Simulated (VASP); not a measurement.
Write the native input for VASP 6.6.1 that does the following.

| Item | Value |
| --- | --- |
| Task | single point |
| Functional | PBE |
| Potentials or basis | VASP PAW PBE potentials, release 64 (La) |
| Cutoff | 500 eV |
| k mesh | 14 × 14 × 4 |
| Occupations | gaussian, width 0.05 eV |
| Spin | non-collinear spin, zero start, spin-orbit coupling |
| Starting moments | [[0.0, 0.0, 0.0], [0.0, 0.0, 0.0], [0.0, 0.0, 0.0], [0.0, 0.0, 0.0]] μB |
| Dipole correction | no |
| Further INCAR settings | ALGO = Normal; EDIFF = 1e-06; NBANDS = 58 |

The structure of La lies in POSCAR:

```
La
1.0
    3.7697448089      0.0000000000      0.0000000000
   -1.8848724044      3.2646947703      0.0000000000
    0.0000000000      0.0000000000     12.0831157559
La
4
Direct
    0.0000000000      0.0000000000      0.0000000000
    0.0000000000      0.0000000000      0.5000000000
    0.3333333333      0.6666666667      0.2500000000
    0.6666666667      0.3333333333      0.7500000000
```

These files were run (other wordings do the same):

INCAR

```
ALGO     = Normal         # electronic algorithm
EDIFF    = 1E-6           # SCF threshold, eV
ENCUT    = 500            # plane-wave cutoff, eV
GGA      = PE             # functional
GGA_COMPAT= False        
ISIF     = 2              # what is computed and relaxed
ISMEAR   = 0              # smearing method
KPAR     = 4            
LASPH    = True           # aspherical terms in the spheres
LCHARG   = False          # write CHGCAR
LMAXMIX  = 6              # l up to which the mixer works
LORBIT   = 11             # projections on sites
LORBMOM  = True         
LREAL    = False          # projectors in reciprocal space
LSORBIT  = True           # spin-orbit coupling
LWAVE    = False          # write WAVECAR
MAGMOM   = 0 0 0 0 0 0 0 0 0 0 0 0 # initial moments
NBANDS   = 58             # bands
NELM     = 200            # most SCF steps
PREC     = Accurate       # precision mode
SIGMA    = 0.05           # smearing width, eV
```

KPOINTS

```
k-points
0
Gamma
  14 14 4
```

Potentials or basis: VASP PAW PBE potentials, release 64 (La).

The run is started by

```console
$ cat potpaw_PBE.64/La/POTCAR > POTCAR
$ mpirun -np 4 vasp_ncl > vasp.out
```

Results of the run:

| Item | Value |
| --- | --- |
| Pressure | 0.0 GPa |
| Net moment | 0.00 μB per cell |
| Valence electrons inside the program's atomic spheres | La 8.60, 8.59 |

It took 7.6 min on 4 MPI ranks on Intel(R) Xeon(R) Platinum 8488C (Sapphire Rapids), on a shared host, peak memory 1.1 GiB a rank.
